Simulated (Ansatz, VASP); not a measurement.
**One calculation of HfS2, two programs**

POSCAR

```
HfS2
1.0
    3.6302959563      0.0000000000      0.0000000000
   -1.8151479781      3.1439285214      0.0000000000
    0.0000000000      0.0000000000      6.1134924800
Hf S
1 2
Direct
    0.0000000000      0.0000000000      0.0000000000
    0.3333333333      0.6666666667      0.2359339485
    0.6666666667      0.3333333333      0.7640660515
```

INCAR.step1

```
SYSTEM = HfS2
  PREC = Accurate
  ENCUT = 400
  EDIFF = 1E-5
  ISMEAR = 0
  SIGMA = 0.01
  LREAL = .FALSE.
  LASPH = .TRUE.
  NELM = 120
  ALGO = Normal
  ISIF = 2
  LWAVE = .TRUE.
  GGA = PE
  NBANDS = 18
  GGA_COMPAT = .FALSE.
```

The input INCAR.step2:

```
SYSTEM = HfS2
  PREC = Accurate
  ENCUT = 400
  EDIFF = 1E-6
  ISMEAR = 0
  SIGMA = 0.01
  LREAL = .FALSE.
  LASPH = .TRUE.
  NELM = 120
  ALGO = Normal
  ISIF = 2
  LWAVE = .FALSE.
  LCHARG = .TRUE.
  GGA = PE
  LHFCALC = .TRUE.
  HFSCREEN = 0.2079
  PRECFOCK = Normal
  LELF = .TRUE.
  LVHAR = .TRUE.
  ISTART = 1
  NBANDS = 18
  GGA_COMPAT = .FALSE.
```

KPOINTS

```
Automatic mesh
0
G
  6 6 4
  0 0 0
```

Input for Ansatz:

```yaml
crystal:
  lattice:
    - [3.6302959563, 0.0, 0.0]
    - [-1.8151479781, 3.1439285214, 0.0]
    - [0.0, 0.0, 6.11349248]
  atoms:
    - { symbol: Hf, position: [0.0, 0.0, 0.0] }
    - { symbol: S, position: [0.3333333333, 0.6666666667, 0.2359339485] }
    - { symbol: S, position: [0.6666666667, 0.3333333333, 0.7640660515] }
kpoints:
  mp_grid: { grid: [6, 6, 4] }
  band_path:
    path:
      - [0.0, 0.0, 0.0]
      - [0.5, 0.0, 0.0]
      - [0.3333333333, 0.3333333333, 0.0]
      - [0.0, 0.0, 0.5]
      - [0.5, 0.0, 0.5]
      - [0.3333333333, 0.3333333333, 0.5]
      - [0.0, 0.25, 0.25]
      - [0.0, 0.5, 0.5]
    npoints: 1
hamiltonian:
  xc: hse06
scf:
  occupations: { method: fixed }
  n_extra_bands: 4
output:
  forces: true
  stress: true
  eigenvalues: true
```

Change from the starting cell: uniaxial_z strain +4.0%.

Alike in both runs: task single point; functional HSE06; k mesh 6 × 6 × 4; no spin polarisation.

|  | VASP | Ansatz |
| --- | --- | --- |
| version | VASP 6.6.1 | Ansatz 0.2.0 |
| potentials or method | VASP PAW PBE potentials, release 64 (Hf_pv, S) | plane waves, PAW |
| plane-wave cutoff (eV) | 400 | 420 |
| occupations | gaussian, width 0.01 eV | fixed |
| valence electrons in the cell | 22 | 38 |

Ansatz gave:

- gap on the k mesh at the Fermi level (eV): 1.99
- pressure (GPa): 0.8
- traceless stress, the component that is largest in VASP (GPa): -0.33
- rms of the force components (eV/Å): 0.027

What did VASP give for the same quantities?

gap on the k mesh at the Fermi level (eV): 1.97; pressure (GPa): -0.5; traceless stress, the component that is largest in VASP (GPa): -0.08; rms of the force components (eV/Å): 0.094.

Atom by atom the forces differ by 0.067 eV/Å (rms over components). VASP's potentials hold 22 valence electrons a cell and Ansatz's 38, so a difference there can come from the potentials and not from the codes. Ansatz's warnings: stress exchange threshold loose, stress scf threshold loose.

Spin-orbit coupling is off throughout.
